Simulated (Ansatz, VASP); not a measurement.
Two plane-wave programs on CdBiO4

```
Cd Bi O
1.0
     3.74721    0.00000    0.00000
    -1.87361    3.24518    0.00000
     0.00000    0.00000    6.18496
Cd Bi O
1 1 4
Direct
  0.00000 0.00000 0.00000
  0.00000 0.00000 0.50000
  0.33333 0.66667 0.74846
  0.33333 0.66667 0.25154
  0.66667 0.33333 0.74846
  0.66667 0.33333 0.25154
```

Change from the starting cell: species swapped into the HfTiB4 type (P6/mmm, No. 191).

Alike in both runs: functional PBE; k mesh 6 × 6 × 4; occupations gaussian, width 0.1 eV; no spin polarisation.

Ansatz relaxed the structure, and its values are those at the end. VASP's run is a single point on that final structure, the one shown.

```csv
,VASP,Ansatz
version,VASP 6.6.1,Ansatz 0.2.0
potentials or method,"VASP PAW PBE potentials, release 64 (Cd, Bi_d, O), cutoff 520 eV","scalar-relativistic, plane waves, PAW"
valence electrons in the cell,51,59
```

Ansatz gave:

| Quantity | Value |
| --- | --- |
| gap on the k mesh at the Fermi level (eV) | none |
| pressure (GPa) | 0.1 |

What did VASP give for the same quantities?

gap on the k mesh at the Fermi level (eV): none; pressure (GPa): 0.2.

A gap of «none» marks a metal or a gap that the smearing closes. VASP's potentials hold 51 valence electrons a cell and Ansatz's 59, so a difference there can come from the potentials and not from the codes.

Spin-orbit coupling is off throughout.
